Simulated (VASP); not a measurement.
Write the native input for VASP 6.6.1 that does the following.

- Task: single point
- Functional: PBEsol
- Potentials or basis: VASP PAW PBE potentials, release 64 (Cl)
- Cutoff: 520 eV
- k mesh: 7 × 7 × 4
- Occupations: fermi-dirac, width 0.05 eV
- Spin: no spin polarisation
- Dipole correction: no
- Further INCAR settings: ALGO = Normal; EDIFF = 1e-06; NBANDS = 22

The structure of Cl lies in POSCAR:

```
Cl
1.0
    3.1024947895     -2.2195908669      0.0000000000
    3.1024947895      2.2195908669      0.0000000000
    0.0000000000      0.0000000000      8.0990404521
Cl
4
Direct
    0.3700000000      0.6300000000      0.4000000000
    0.1300000000      0.8700000000      0.9000000000
    0.6300000000      0.3700000000      0.6000000000
    0.8700000000      0.1300000000      0.1000000000
```

This cell differs from its parent crystal: volume scaled by 0.96.

These files were run (other wordings do the same):

INCAR

```
  ALGO = Normal
  EDIFF = 1E-6
  ENCUT = 520
  GGA = PS
  ISIF = 2
  ISMEAR = -1
  LASPH = T
  LCHARG = F
  LREAL = F
  LWAVE = F
  NBANDS = 22
  NELM = 100
  PREC = Accurate
  SIGMA = 0.05
```

KPOINTS

```
k-points
0
Gamma
  7 7 4
```

Potentials or basis: VASP PAW PBE potentials, release 64 (Cl).

Command:

```console
$ cat potpaw_PBE.64/Cl/POTCAR > POTCAR
$ mpirun -np 1 vasp_std > vasp.out
```

It gave:

| Property | Result |
| --- | --- |
| Pressure | -0.1 GPa |
| Largest force | 0.214 eV/Å |
| Band gap on the k mesh | 2.63 eV, indirect (least direct gap 2.69 eV) |

Caveat: the PAW data sets were made with another functional, which shifts forces and pressure a little.

Run time: 53 s on 1 thread of Intel(R) Xeon(R) Platinum 8488C (Sapphire Rapids), with other jobs on the host, peak memory 0.23 GiB.
